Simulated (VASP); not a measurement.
Crystal: NaPbF3.

```
CELL_PARAMETERS angstrom
3.90562 0.00000 0.00000
0.00000 3.90562 0.00000
0.00000 0.00000 3.90562
ATOMIC_POSITIONS crystal
Na 0.00000 0.00000 0.00000
Pb 0.50000 0.50000 0.50000
F 0.50000 0.50000 0.00000
F 0.50000 0.00000 0.50000
F 0.00000 0.50000 0.50000
```

```yaml
Program: VASP 6.6.1
Task: relaxation of cell and atoms
Functional: PBEsol
Potentials_or_basis: VASP PAW PBE potentials, release 64 (Na_sv, Pb_d, F)
Cutoff: 970 eV
k_mesh: 6 × 6 × 6
Occupations: fermi-dirac, width 0.03 eV
Spin: no spin polarisation
```

At the start: pressure 92.4 GPa; volume 11.92 Å³/atom.

Task: Where does the relaxation end?

Result: Over 21 steps the energy falls by 1639.4 meV/atom and the volume is 20.98 Å³/atom (+76.0 %); space group Pm-3m (No. 221, to 0.1 Å) before and after.

Step by step:
| step | energy change (eV) | largest force (eV/Å) | pressure (GPa) | volume (Å³) |
| --- | --- | --- | --- | --- |
| 1 | 0.0000 | 0.0000 | 92.37 | 59.58 |
| 2 | -6.7100 | 0.0000 | -11.69 | 140.60 |
| 3 | -8.1879 | 0.0000 | 1.31 | 102.56 |
| 4 | -8.1971 | 0.0000 | -0.14 | 105.15 |
| 5 | -8.1961 | 0.0000 | 0.44 | 104.06 |
| 6 | -8.1961 | 0.0000 | 0.44 | 104.07 |
| 7 | -8.1962 | 0.0000 | 0.43 | 104.09 |
| 8 | -8.1962 | 0.0000 | 0.43 | 104.09 |
| 9 | -8.1962 | 0.0000 | 0.43 | 104.09 |
| 10 | -8.1962 | 0.0000 | 0.43 | 104.09 |
| 11 | -8.1962 | 0.0000 | 0.43 | 104.09 |
| 12 | -8.1962 | 0.0000 | 0.43 | 104.09 |
| 13 | -8.1962 | 0.0000 | 0.42 | 104.10 |
| 14 | -8.1962 | 0.0000 | 0.42 | 104.11 |
| 15 | -8.1963 | 0.0000 | 0.41 | 104.13 |
| 16 | -8.1963 | 0.0000 | 0.39 | 104.16 |
| 17 | -8.1965 | 0.0000 | 0.35 | 104.23 |
| 18 | -8.1968 | 0.0000 | 0.27 | 104.37 |
| 19 | -8.1971 | 0.0000 | 0.12 | 104.65 |
| 20 | -8.1970 | 0.0000 | -0.18 | 105.22 |
| 21 | -8.1972 | 0.0000 | 0.00 | 104.88 |

Final structure:
```xyz
5
Lattice="4.7158 0.0000 0.0000 0.0000 4.7158 0.0000 0.0000 0.0000 4.7158" Properties=species:S:1:pos:R:3 pbc="T T T"
Na    0.0000    0.0000    0.0000
Pb    2.3579    2.3579    2.3579
F     2.3579    2.3579    0.0000
F     2.3579    0.0000    2.3579
F     0.0000    2.3579    2.3579
```

Caveat: the volume moved by over 15 % at a fixed basis, so the end points are rough; the PAW data sets were made with another functional, which shifts forces and pressure a little.
